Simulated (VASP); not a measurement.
Write the native input for VASP 6.6.1 that does the following.

| Quantity | Value |
| --- | --- |
| Task | single point |
| Functional | PBE |
| Potentials or basis | VASP PAW PBE potentials, release 64 (Cd_sv_GW) |
| Cutoff | 630 eV |
| k mesh | 14 × 14 × 13 |
| Occupations | fermi-dirac, width 0.1 eV |
| Spin | no spin polarisation |
| Dipole correction | no |
| Further INCAR settings | ALGO = Normal; EDIFF = 1e-06; NBANDS = 16 |

The structure of Cd lies in POSCAR:

```
Cd
1.0
    2.6039156063      0.0000000000      0.0000000000
   -1.3019578032      2.2550570644      0.0000000000
    0.0000000000      0.0000000000      2.5801128107
Cd
1
Direct
    0.0000000000      0.0000000000      0.0000000000
```

This isn't the form of Cd at room conditions, which is hcp.

One way to write it, as run:

INCAR

```
SYSTEM = Cd
PREC = Accurate
ENCUT = 630
EDIFF = 1E-6
ISMEAR = -1
SIGMA = 0.1
LREAL = .FALSE.
LASPH = .TRUE.
NELM = 120
ALGO = Normal
ISIF = 2
LWAVE = .FALSE.
LCHARG = .TRUE.
GGA = PE
LELF = .TRUE.
LVHAR = .TRUE.
NBANDS = 16
GGA_COMPAT = .FALSE.
```

KPOINTS

```
regular mesh
0
G
  14 14 13
  0 0 0
```

Potentials or basis: VASP PAW PBE potentials, release 64 (Cd_sv_GW).

Run with:

```console
$ cat potpaw_PBE.64/Cd_sv_GW/POTCAR > POTCAR
$ mpirun -np 1 vasp_std > vasp.out
```

Results of the run:

```yaml
Pressure: 72.9 GPa
Band_gap_on_the_k_mesh: zero (bands 10 and 11 overlap by 6.29 eV)
```

Caveat: the cell stands under pressure.

It took 18 s on 1 thread of Intel(R) Xeon(R) 6975P-C (Granite Rapids) (shared host), peak memory 0.19 GiB.
